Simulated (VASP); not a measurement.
# H11C2NO4 in VASP: notebook

The runs below take H11C2NO4 through single point, with PBE.

All numbers are computed with VASP 6.6.1; they aren't measurements. Logs are shortened: lines on timing, memory, paths and dates and some standing lists are left out, and cuts for length are marked.

**1. The cell of the first run**

The cell holds an amorphous packing of atoms, 18 atoms: a = 5.915 Å, b = 5.915 Å, c = 5.915 Å, α = 90.00°, β = 90.00°, γ = 90.00°.

**2. Single point, PBE**

INCAR reads:

```
SYSTEM = H11C2NO4
PREC = Accurate
ENCUT = 520
EDIFF = 1E-6
ISMEAR = -1
SIGMA = 0.05
LREAL = Auto
LASPH = .True.
NELM = 80
ALGO = Normal
ISIF = 2
LWAVE = .False.
LCHARG = .False.
GGA = PE
NBANDS = 39
```

KPOINTS reads:

```
Automatic mesh
0
Gamma
  1 1 1
  0 0 0
```

POSCAR reads:

```
H11C2NO4
1.0
    5.9154820000      0.0000000000      0.0000000000
    0.0000000000      5.9154820000      0.0000000000
    0.0000000000      0.0000000000      5.9154820000
O H C N
4 11 2 1
Direct
    0.9084297780      0.6901043736      0.6960548608
    0.2762750356     -0.0292960066      0.6624143223
    0.6885829422      0.0751587107      0.5154778596
   -0.0561577231      0.3960285907      0.3619654324
    1.0631424455      0.7595830737      0.6834776946
    0.8276586760      0.8263062925      0.6891915147
    0.2599619101      0.1211566530      0.7240491984
    0.4375298581     -0.0381203087      0.6247335382
    0.8063924461      0.1452628881      0.4257979316
    0.6260690169      0.2113268200      0.5875091835
   -0.1016485216      0.5020385490      0.4822768457
   -0.0973716089      0.4452891582      0.2134230144
    0.3860885723      0.5515357836      0.3480696924
    0.5287312175      0.7967567140      0.2338101950
    0.2334382896      0.7814916857      0.2366332955
    0.3831302335      0.6792345915      0.2084022908
    0.3919376308      0.5740191585     -0.0119178792
    0.4312581798      0.4745682600     -0.1783286637
```

Potentials or basis: VASP PAW PBE potentials, release 64 (O, H, C, N).

Command:

```console
> cat potpaw_PBE.64/O/POTCAR potpaw_PBE.64/H/POTCAR potpaw_PBE.64/C/POTCAR potpaw_PBE.64/N/POTCAR > POTCAR
> mpirun -np 1 vasp_gam > vasp.out
```

OUTCAR:

```text
SYSTEM = H11C2NO4
   PREC = Accurate
   ENCUT = 520
   EDIFF = 1E-6
   ISMEAR = -1
   LREAL = Auto
   LASPH = .True.
   NELM = 80
   ISIF = 2
   GGA = PE

 ion  position               nearest neighbor table
   1  0.908  0.690  0.696-   6 0.94   5 1.01
   2  0.276  0.971  0.662-   7 0.97   8 0.98
   3  0.689  0.075  0.515-   9 0.97  10 0.98
   4  0.944  0.396  0.362-  12 0.96  11 0.99
   5  0.063  0.760  0.683-   1 1.01
   6  0.828  0.826  0.689-   1 0.94
   7  0.260  0.121  0.724-   2 0.97
   8  0.438  0.962  0.625-   2 0.98
   9  0.806  0.145  0.426-   3 0.97
  10  0.626  0.211  0.588-   3 0.98
  11  0.898  0.502  0.482-   4 0.99
  12  0.903  0.445  0.213-   4 0.96
  13  0.386  0.552  0.348-  16 1.12
  14  0.529  0.797  0.234-  16 1.12
  15  0.233  0.781  0.237-  16 1.09
  16  0.383  0.679  0.208-  15 1.09  14 1.12  13 1.12  17 1.45
  17  0.392  0.574  0.988-  18 1.17  16 1.45
  18  0.431  0.475  0.822-  17 1.17

  LATTYP: Found a simple cubic cell.
 ALAT       =     5.9154820000

  Lattice vectors:

 A1 = (   5.9154820000,   0.0000000000,   0.0000000000)
 A2 = (   0.0000000000,   5.9154820000,   0.0000000000)
 A3 = (   0.0000000000,   0.0000000000,   5.9154820000)

Analysis of symmetry for initial positions (statically):
=====================================================================
 Subroutine PRICEL returns:
 Original cell was already a primitive cell.

 Routine SETGRP: Setting up the symmetry group for a
 simple cubic supercell.

 Subroutine GETGRP returns: Found  1 space group operations
 (whereof  1 operations were pure point group operations)
 out of a pool of 48 trial point group operations.

The static configuration has the point symmetry C_1 .

Analysis of symmetry for dynamics (positions and initial velocities):
=====================================================================
 Subroutine PRICEL returns:
 Original cell was already a primitive cell.

 Routine SETGRP: Setting up the symmetry group for a
 simple cubic supercell.

 Subroutine GETGRP returns: Found  1 space group operations
 (whereof  1 operations were pure point group operations)
 out of a pool of 48 trial point group operations.

The dynamic configuration has the point symmetry C_1 .

 Subroutine INISYM returns: Found  1 space group operations
 (whereof  1 operations are pure point group operations),
 and found     1 'primitive' translations

----------------------------------------------------------------------------------------

                                     Primitive cell

  volume of cell :     207.0000

  direct lattice vectors                    reciprocal lattice vectors
     5.915482000  0.000000000  0.000000000     0.169047932  0.000000000  0.000000000
     0.000000000  5.915482000  0.000000000     0.000000000  0.169047932  0.000000000
     0.000000000  0.000000000  5.915482000     0.000000000  0.000000000  0.169047932

  length of vectors
     5.915482000  5.915482000  5.915482000     0.169047932  0.169047932  0.169047932

  position of ions in fractional coordinates (direct lattice)
     0.908429778  0.690104374  0.696054861
     0.276275036  0.970703993  0.662414322
     0.688582942  0.075158711  0.515477860
     0.943842277  0.396028591  0.361965432
     0.063142445  0.759583074  0.683477695
     0.827658676  0.826306292  0.689191515
[... 10 lines left out ...]
     0.391937631  0.574019159  0.988082121
     0.431258180  0.474568260  0.821671336

  ion indices of the primitive-cell ions
   primitive index   ion index
                 1           1
                 2           2
                 3           3
                 4           4
                 5           5
                 6           6
[... 10 lines left out ...]
                17          17
                18          18

----------------------------------------------------------------------------------------

 KPOINTS: Automatic mesh

Automatic generation of k-mesh.
 Grid dimensions read from file:
 generate k-points for:    1    1    1

 Generating k-lattice:

  Cartesian coordinates                     Fractional coordinates (reciprocal lattice)
     0.169047932  0.000000000  0.000000000     1.000000000  0.000000000  0.000000000
     0.000000000  0.169047932  0.000000000     0.000000000  1.000000000  0.000000000
     0.000000000  0.000000000  0.169047932     0.000000000  0.000000000  1.000000000

  Length of vectors
     0.169047932  0.169047932  0.169047932

  Shift w.r.t. Gamma in fractional coordinates (k-lattice)
     0.000000000  0.000000000  0.000000000

 Subroutine IBZKPT returns following result:
 ===========================================

 Found      1 irreducible k-points:

 Following reciprocal coordinates:
            Coordinates               Weight
  0.000000  0.000000  0.000000      1.000000
   k-points           NKPTS =      1   k-points in BZ     NKDIM =      1   number of bands    NBANDS=     39
   number of dos      NEDOS =    301   number of ions     NIONS =     18
   total plane-waves  NPLWV = 110592
   dimension x,y,z NGX =    48 NGY =   48 NGZ =   48
   dimension x,y,z NGXF=    96 NGYF=   96 NGZF=   96
   ions per type =               4  11   2   1
   NGX,Y,Z   is equivalent  to a cutoff of  13.49, 13.49, 13.49 a.u.
   NGXF,Y,Z  is equivalent  to a cutoff of  26.98, 26.98, 26.98 a.u.
 SYSTEM =  H11C2NO4
   PREC   = accura    normal or accurate (medium, high low for compatibility)
   ISTART =      0    job   : 0-new  1-cont  2-samecut
   ICHARG =      2    charge: 1-file 2-atom 10-const
   ISPIN  =      1    spin polarized calculation?
   LNONCOLLINEAR =      F non collinear calculations
   LSORBIT =      F    spin-orbit coupling
   LASPH  =      T    aspherical Exc in radial PAW
   ENCUT  =  520.0 eV  38.22 Ry    6.18 a.u.  11.00 11.00 11.00*2*pi/ulx,y,z
   NELM   =     80;   NELMIN=  2; NELMDL= -5     # of ELM steps
   EDIFF  = 0.1E-05   stopping-criterion for ELM
   LREAL  =      T    real-space projection
   EDIFFG = 0.1E-04   stopping-criterion for IOM
   NSW    =      0    number of steps for IOM
   IBRION =     -1    ionic relax: 0-MD 1-quasi-New 2-CG
   NFREE  =      0    steps in history (QN), initial steepest desc. (CG)
   ISIF   =      2    stress and relaxation
   ISYM   =      2    0-nonsym 1-usesym 2-fastsym
   POTIM  = 0.5000    time-step for ionic-motion
   TEBEG  =    0.0;   TEEND  =   0.0 temperature during run
   PSTRESS=    0.0 pullay stress
   NELECT =      48.0000    total number of electrons
   NUPDOWN=      -1.0000    fix difference up-down
   EMIN   =  10.00;   EMAX   =-10.00  energy-range for DOS
   EFERMI =   0.00;   METHOD = LEGACY
   ISMEAR =    -1;   SIGMA  =   0.05  broadening in eV -4-tet -1-fermi 0-gaus
   EFERMI_NEDOS =   21; number of points for ismear=-14 and -15
   IALGO  =     38    algorithm
   IMIX   =      4    mixing-type and parameters
     AMIX     =   0.40;   BMIX     =  1.00
     AMIX_MAG =   1.60;   BMIX_MAG =  1.00
  volume/ion in A,a.u.               =      11.50        77.61
  Fermi-wavevector in a.u.,A,eV,Ry     =   1.005769  1.900629 13.763275  1.011572
  Thomas-Fermi vector in A             =   2.138470
   LORBIT       =      0    0 simple, 1 ext, 2 COOP (PROOUT), +10 PAW based schemes
   GGA     = PE    functional components
   LHFCALC =     F    Hartree Fock is set to
   AEXX    =    0.0000 exact exchange contribution
   IVDW    =     0    specifies the selected vdW correction
   LEPSILON=     F    determine dielectric tensor
   LRPA    =     F    only Hartree local field effects (RPA)
 non-spin polarized calculation
  energy-cutoff  :      520.00
  volume of cell :      207.00
 maximum number of plane-waves:      2749
 NGX is ok and might be reduce to    42
   NGX = 21   NGY = 21   NGZ = 21

 number of electron      48.0000003 magnetization

 Free energy of the ion-electron system (eV)
  ---------------------------------------------------
  ext. energy  EPLUGINS =         0.00000000
  ---------------------------------------------------
  free energy    TOTEN  =       -94.93972173 eV

  energy without entropy =      -94.93972173  energy(sigma->0) =      -94.93972173

 E-fermi :  -2.5787     XC(G=0):  -6.5390

 val. band max:       -3.7740429723   @ k =   0.0000   0.0000   0.0000
 cond. band min:       1.2683099003   @ k =   0.0000   0.0000   0.0000
 fundamental gap:      5.0423528725
 Fermi energy:        -2.5786914168

 k-point     1 :       0.0000    0.0000    0.0000
  band No.  band energies     occupation
      1     -22.6453      2.00000
      2     -22.0562      2.00000
      3     -21.9583      2.00000
      4     -21.6694      2.00000
      5     -19.6455      2.00000
      6     -15.8438      2.00000
[... 28 lines left out ...]
     35       7.2058      0.00000
     36       7.4294      0.00000
 [bands above 36 left out]

------------------------ aborting loop because EDIFF is reached ----------------------------------------

  FORCE on cell =-STRESS in cart. coord.  units (eV):
  Direction    XX          YY          ZZ          XY          YZ          ZX
  --------------------------------------------------------------------------------------
  -------------------------------------------------------------------------------------
  Total        3.3508557      2.3518474     -1.0367399     -1.1454699     -1.2436279     -0.7329150
  in kB       25.9355758     18.2032661     -8.0243519     -8.8659213     -9.6256624     -5.6727517
  external PRESSURE =      12.0381633 kB  Pullay stress =       0.0000000 kB

 VOLUME and BASIS-vectors are now :
 -----------------------------------------------------------------------------
  energy-cutoff  :      520.00
  volume of cell :      207.00
      direct lattice vectors                 reciprocal lattice vectors
     5.915482000  0.000000000  0.000000000     0.169047932  0.000000000  0.000000000
     0.000000000  5.915482000  0.000000000     0.000000000  0.169047932  0.000000000
     0.000000000  0.000000000  5.915482000     0.000000000  0.000000000  0.169047932

 POSITION                                       TOTAL-FORCE (eV/Angst)
 -----------------------------------------------------------------------------------
      5.37380      4.08230      4.11750         2.071870     -1.312215      0.274199
      1.63430      5.74218      3.91850        -0.019978     -0.301003      0.163439
      4.07330      0.44460      3.04930        -0.931720     -0.093573      0.883372
      5.58328      2.34270      2.14120         0.593300     -1.166849     -0.060969
      0.37352      4.49330      4.04310        -0.243691     -0.534365      0.122131
      4.89600      4.88800      4.07690        -1.804001      1.774289     -0.330149
[... 10 lines left out ...]
      2.31850      3.39560      5.84498         0.625241     -0.397829     -0.010364
      2.55110      2.80730      4.86058        -0.332695     -0.081823      0.363771
 -----------------------------------------------------------------------------------
    total drift:                                0.007211      0.011704     -0.008077

  FREE ENERGIE OF THE ION-ELECTRON SYSTEM (eV)
  ---------------------------------------------------
  free  energy   TOTEN  =       -94.9397217330 eV

  energy  without entropy=      -94.9397217329  energy(sigma->0) =      -94.93972173
```

Run time: 15 s. Hardware: 1 thread of Intel Xeon 6975P-C (Granite Rapids), shared host; peak memory 0.31 GiB.

Results:

```
Free energy            : -94.9397 eV
Pressure               : 1.2 GPa
Largest force          : 2.552 eV/Å
Band gap on the k mesh : 5.04 eV
```

Forces in eV/Å, atoms in the order of the input:
```
O    2.072 -1.312  0.274
O   -0.020 -0.301  0.163
O   -0.932 -0.094  0.883
O    0.593 -1.167 -0.061
H   -0.244 -0.534  0.122
H   -1.804  1.774 -0.330
H   -0.172  0.414  0.094
H   -0.200 -0.193 -0.210
H    0.906  0.527 -0.574
H    0.019 -0.152  0.022
H   -0.025  0.824  0.110
H   -0.296  0.556 -0.417
H    0.010  0.177 -0.381
H   -0.345 -0.436 -0.234
H   -0.397  0.086 -0.130
C    0.542  0.310  0.315
C    0.625 -0.398 -0.010
N   -0.333 -0.082  0.364
```

Caveat: the k points lie up to 1.06 Å⁻¹ apart.

**3. Single point, PBE**

INCAR reads:

```
ALGO     = Normal         # electronic algorithm
EDIFF    = 1E-7           # SCF threshold, eV
ENCUT    = 520            # plane-wave cutoff, eV
GGA      = PE             # functional
ISIF     = 2              # what is computed and relaxed
ISMEAR   = -1             # smearing method
LASPH    = T              # aspherical terms in the spheres
LCHARG   = F              # write CHGCAR
LREAL    = Auto         
LWAVE    = F              # write WAVECAR
NBANDS   = 39             # bands
NELM     = 100            # most SCF steps
PREC     = Accurate       # precision mode
SIGMA    = 0.05           # smearing width, eV
```

KPOINTS reads:

```
k-points
0
Gamma
  1 1 1
```

POSCAR reads:

```
H11C2NO4
1.0
    5.9154820000      0.0000000000      0.0000000000
    0.0000000000      5.9154820000      0.0000000000
    0.0000000000      0.0000000000      5.9154820000
O H C N
4 11 2 1
Direct
    0.9029188154      0.6679590945      0.6810941188
    0.2475706967     -0.0564112950      0.6317152178
    0.6993512955      0.0820896759      0.5267195471
   -0.0523034302      0.4015395533      0.3427446825
    1.0629903024      0.7044396382      0.6921667583
    0.8334570201      0.8083703069      0.6443430983
    0.2135582527      0.0850987291      0.7091729803
    0.3857842860     -0.0250529036      0.5388571886
    0.7880676503      0.1795119992      0.4197291108
    0.6963929567      0.1757929447      0.6658798049
   -0.0903223102      0.5150890494      0.4753458805
   -0.1251799938      0.4520679803      0.2040915685
    0.3333456175      0.5798682170      0.3796816557
    0.5303371729      0.7965707613      0.2597421478
    0.2302094741      0.7919726575      0.2002203709
    0.3790392736      0.6867741293      0.2285189947
    0.3979050228      0.5511131637      0.0161440775
    0.3948621600      0.4419927235     -0.1461926518
```

Potentials or basis: VASP PAW PBE potentials, release 64 (O, H, C, N).

Command:

```console
> cat potpaw_PBE.64/O/POTCAR potpaw_PBE.64/H/POTCAR potpaw_PBE.64/C/POTCAR potpaw_PBE.64/N/POTCAR > POTCAR
> mpirun -np 1 vasp_gam > vasp.out
```

It took 15 s on 1 thread of Intel Xeon 6975P-C (Granite Rapids), shared host; peak memory 0.31 GiB.

The run converged. Its results:

| Item | Value |
| --- | --- |
| Free energy | -94.9417 eV |
| Pressure | -0.3 GPa |
| Largest force | 2.449 eV/Å |
| Band gap on the k mesh | 4.94 eV |

Forces in eV/Å, atoms in the order of the input:
```
O    0.093 -1.851  0.653
O    0.779  0.240 -0.340
O   -0.167  0.134  0.703
O   -0.328  0.157  0.264
H    0.471  0.422 -0.011
H   -0.780  1.522 -0.562
H    0.263  0.031 -0.166
H   -0.648  0.125  0.891
H    0.177  0.150  0.299
H   -0.241 -0.363 -0.777
H    0.173 -0.446 -0.847
H    0.066  0.203  0.128
H    0.533  0.199 -0.693
H   -0.611 -0.610 -0.200
H   -0.105  0.381  0.107
C    0.323 -0.635 -0.872
C   -0.060  1.060  2.207
N    0.062 -0.717 -0.784
```

Stress tensor (GPa, compression positive):
```
 0.72 -0.55  0.28
-0.55  1.05 -0.78
 0.28 -0.78 -2.76
```

Levels at points of the mesh, in eV from the valence-band top:
| k point | band 22 | band 23 | band 24 | band 25 | band 26 | band 27 |
| --- | --- | --- | --- | --- | --- | --- |
| (0.00, 0.00, 0.00) | -0.31 | -0.10 | 0.00 | 4.94 | 6.30 | 6.61 |

Caveat: the k points lie up to 1.06 Å⁻¹ apart.

**4. Single point, PBE**

INCAR reads:

```
SYSTEM = H11C2NO4
PREC     = Accurate       ! precision mode
ENCUT    = 520            ! plane-wave cutoff, eV
EDIFF    = 1E-6           ! SCF threshold, eV
ISMEAR   = -1             ! smearing method
SIGMA    = 0.05           ! smearing width, eV
LREAL    = Auto         
LASPH    = .TRUE.         ! aspherical terms in the spheres
NELM     = 80             ! most SCF steps
ALGO     = Normal         ! electronic algorithm
ISIF     = 2              ! what is computed and relaxed
LWAVE    = .FALSE.        ! write WAVECAR
LCHARG   = .FALSE.        ! write CHGCAR
GGA      = PE             ! functional
NBANDS   = 39             ! bands
```

KPOINTS reads:

```
Automatic mesh
0
G
  1 1 1
  0 0 0
```

POSCAR reads:

```
H11C2NO4
1.0
    5.9154820000      0.0000000000      0.0000000000
    0.0000000000      5.9154820000      0.0000000000
    0.0000000000      0.0000000000      5.9154820000
O H C N
4 11 2 1
Direct
    0.8910009362      0.6597602697      0.6635300386
    0.2285528043     -0.0390331675      0.6433626203
    0.6827338837      0.1032206674      0.5785665479
   -0.0553801026      0.3753371238      0.2827326666
    1.0355876326      0.7461268583      0.6542493072
    0.7748142924      0.7763695334      0.6579345521
    0.1868486794      0.1214271297      0.6326787910
    0.3834007102     -0.0431579371      0.5782791664
    0.7646883213      0.1733248449      0.4547389376
    0.6459659585      0.2350104353      0.6653050419
   -0.0634436890      0.4986575904      0.3945240641
   -0.1430314554      0.4197291108      0.1497088487
    0.3726661665      0.5736303483      0.3567418513
    0.5664965256      0.7459070960      0.1964506020
    0.2652193008      0.8067981612      0.2151473033
    0.4023509834      0.6752957747      0.1991215593
    0.3898245316      0.5335997980      0.0073028707
    0.3932562047      0.4160607707     -0.1504695644
```

Command:

```console
> cat potpaw_PBE.64/O/POTCAR potpaw_PBE.64/H/POTCAR potpaw_PBE.64/C/POTCAR potpaw_PBE.64/N/POTCAR > POTCAR
> mpirun -np 1 vasp_gam > vasp.out
```

It took 15 s on 1 thread of Intel Xeon 6975P-C (Granite Rapids), shared host; peak memory 0.31 GiB.

Results (log left out):

* Free energy: -95.0878 eV
* Pressure: 0.6 GPa
* Largest force: 2.322 eV/Å
* Band gap on the k mesh: 4.94 eV

Forces on the atoms (eV/Å):
```
O    0.318 -0.515 -0.230
O    0.673  0.100 -0.453
O   -0.105 -0.662 -0.316
O   -0.117 -0.345 -0.289
H   -0.392  0.218  0.178
H    0.126  0.300 -0.049
H    0.090 -0.413  0.183
H   -0.517  0.304  0.493
H    0.588  0.065 -0.732
H   -0.636  0.549  0.883
H   -0.370  0.251  0.285
H    0.277  0.051  0.212
H    0.452  0.079 -0.336
H    1.157  0.884  0.387
H    0.726 -0.422 -0.584
C   -1.887 -0.015  1.353
C   -0.406 -0.368 -0.781
N    0.023 -0.060 -0.203
```

Stress tensor (GPa, compression positive):
```
0.76 0.70 0.31
0.70 0.86 1.27
0.31 1.27 0.12
```

Levels at points of the mesh, in eV from the valence-band top:
| k point | band 22 | band 23 | band 24 | band 25 | band 26 | band 27 |
| --- | --- | --- | --- | --- | --- | --- |
| (0.00, 0.00, 0.00) | -0.48 | -0.31 | 0.00 | 4.94 | 6.05 | 6.43 |

Caveat: the k points lie up to 1.06 Å⁻¹ apart.

(Continued in part 2 of 2.)
